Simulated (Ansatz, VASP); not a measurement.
Sb: VASP beside Ansatz

```
Sb
1.0
     3.36900    0.00000    0.00000
    -1.68450    2.91764    0.00000
     0.00000    0.00000    5.33000
Sb
2
Direct
  0.33333 0.66667 0.25000
  0.66667 0.33333 0.75000
```

Alike in both runs: task single point; functional r2SCAN; k mesh 18 × 18 × 10; occupations gaussian, width 0.15 eV; no spin polarisation.

|  | VASP | Ansatz |
| --- | --- | --- |
| version | VASP 6.6.1 | Ansatz 0.2.0 |
| potentials or method | VASP PAW PBE potentials, release 64 (Sb), cutoff 520 eV | scalar-relativistic, plane waves, PAW |
| valence electrons in the cell | 10 | 30 |

|  | VASP | Ansatz | Ansatz less VASP |
| --- | --- | --- | --- |
| gap on the k mesh at the Fermi level (eV) | none | none | - |
| pressure (GPa) | 2.2 | 2.3 | +0.10 |
| traceless stress, the component that is largest in VASP (GPa) | 1.15 | 1.14 | -0.009 |

VASP's potentials were made for PBE, not for r2SCAN. A gap of «none» marks a metal or a gap that the smearing closes. The functional is the same, so the differences come from potentials, cutoffs and numerics. VASP's potentials hold 10 valence electrons a cell and Ansatz's 30, so a difference there can come from the potentials and not from the codes.

Neither program's run includes spin-orbit coupling.
